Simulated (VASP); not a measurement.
PbI2:

```
Pb I
1.0
     4.56408    0.00000    0.00000
    -2.28204    3.95261    0.00000
     0.00000    0.00000    7.04751
Pb I
1 2
Direct
  0.00000 0.00000 0.00000
  0.33333 0.66667 0.26671
  0.66667 0.33333 0.73329
```

Base run:

```yaml
Program: VASP 6.6.1
Functional: PBE
Potentials_or_basis: VASP PAW PBE potentials, release 64 (Pb_d, I)
Cutoff: 500 eV
k_mesh: 6 × 6 × 4
Occupations: gaussian, width 0.01 eV
Spin: no spin polarisation
```

Its results: band gap on the k mesh 2.23 eV; pressure 1.2 GPa; largest force 0.046 eV/Å.

Q: The run is repeated on the same cell with these changes: functional from PBE to r2SCAN; cutoff from 500 eV to 550 eV. What comes out?

A: Band gap on the k mesh 2.62 eV; pressure 0.7 GPa; largest force 0.004 eV/Å.

Caveats: spin-orbit coupling is left out, which moves the levels of the heavy elements; this functional lacks dispersion, which binds the layers, so the pressure and a relaxed spacing across them are unreliable (at least some runs); the PAW data sets were made with another functional, which shifts forces and pressure a little (at least some runs).

A k mesh can miss the band edges.
